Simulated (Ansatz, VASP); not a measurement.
# One calculation of PtS2, two programs

```
Pt S
1.0
     3.57840    0.00000    0.00000
    -1.78920    3.09899    0.00000
     0.00000    0.00000    4.78354
Pt S
1 2
Direct
  0.00000 0.00000 0.00000
  0.33333 0.66667 0.25344
  0.66667 0.33333 0.74656
```

Alike in both runs: task relaxation of cell and atoms; functional PBE; dispersion D4; k mesh 12 × 12 × 8; occupations gaussian, width 0.01 eV; no spin polarisation.

|  | VASP | Ansatz |
| --- | --- | --- |
| version | VASP 6.6.1 | Ansatz 0.2.0 |
| potentials or method | VASP PAW PBE potentials, release 64 (Pt, S), cutoff 600 eV | scalar-relativistic, plane waves, PAW |
| valence electrons in the cell | 22 | 30 |

Ansatz gave:

| Property | Result |
| --- | --- |
| gap on the k mesh at the Fermi level, each at its own relaxed structure (eV) | 0.09 |
| relaxed volume (Å³/atom) | 17.38 |
| relaxed cell length with the largest relative difference (Å) | 4.687 |

Estimate VASP's values.

gap on the k mesh at the Fermi level, each at its own relaxed structure (eV): 0.13; relaxed volume (Å³/atom): 17.38; relaxed cell length with the largest relative difference (Å): 4.698.

VASP's potentials hold 22 valence electrons a cell and Ansatz's 30, so a difference there can come from the potentials and not from the codes.

Spin-orbit coupling is off throughout.
